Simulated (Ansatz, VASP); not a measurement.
ScRu3: VASP beside Ansatz

The input INCAR:

```
PREC     = Accurate       # precision mode
ENCUT    = 520            # plane-wave cutoff, eV
EDIFF    = 1E-6           # SCF threshold, eV
ISMEAR   = -1             # smearing method
SIGMA    = 0.05           # smearing width, eV
LREAL    = F              # projectors in reciprocal space
LASPH    = T              # aspherical terms in the spheres
NELM     = 100            # most SCF steps
ALGO     = Fast           # electronic algorithm
ISIF     = 2              # what is computed and relaxed
LWAVE    = F              # write WAVECAR
LCHARG   = F              # write CHGCAR
GGA      = PE             # functional
NBANDS   = 34             # bands
```

Contents of KPOINTS:

```
regular mesh
0
Gamma
  7 7 7
```

Contents of POSCAR:

```
ScRu3
1.0
    3.9120037405      0.0000000000      0.0000000000
    0.0000000000      3.9120037405      0.0000000000
    0.0000000000      0.0000000000      3.9120037405
Ru Sc
3 1
Direct
    0.5000000000      0.5000000000      0.0000000000
    0.5000000000      0.0000000000      0.5000000000
    0.0000000000      0.5000000000      0.5000000000
    0.0000000000      0.0000000000      0.0000000000
```

File input.yaml:

```yaml
crystal:
  lattice:
    - [3.9120037405, 0.0, 0.0]
    - [0.0, 3.9120037405, 0.0]
    - [0.0, 0.0, 3.9120037405]
  atoms:
    - { symbol: Ru, position: [0.5, 0.5, 0.0] }
    - { symbol: Ru, position: [0.5, 0.0, 0.5] }
    - { symbol: Ru, position: [0.0, 0.5, 0.5] }
    - { symbol: Sc, position: [0.0, 0.0, 0.0] }
hamiltonian:
  xc: pbe
  pseudopotentials: { kind: paw }
kpoints:
  mp_grid: { grid: [7, 7, 7] }
scf:
  occupations: { method: fermi_dirac, width: 0.05 }
output:
  forces: true
  stress: true
  eigenvalues: true
  write_density: true
  write_potential: true
  elf: true
  volumetric_format: npy
```

Alike in both runs: task single point; functional PBE; k mesh 7 × 7 × 7; occupations fermi-dirac, width 0.05 eV; no spin polarisation.

```csv
,VASP,Ansatz
version,VASP 6.6.1,Ansatz 0.2.0
potentials or method,"VASP PAW PBE potentials, release 64 (Ru_pv, Sc_sv)",Ansatz PAW
plane-wave cutoff (eV),520,420
valence electrons in the cell,53,59
```

Ansatz gave:

- gap on the k mesh at the Fermi level (eV): none
- pressure (GPa): 2.4

Q: Which values does VASP return?

A: gap on the k mesh at the Fermi level (eV): none; pressure (GPa): 2.7.

A gap of «none» marks a metal or a gap that the smearing closes. The functional is the same, so the differences come from potentials, cutoffs and numerics. VASP's potentials hold 53 valence electrons a cell and Ansatz's 59, so a difference there can come from the potentials and not from the codes.
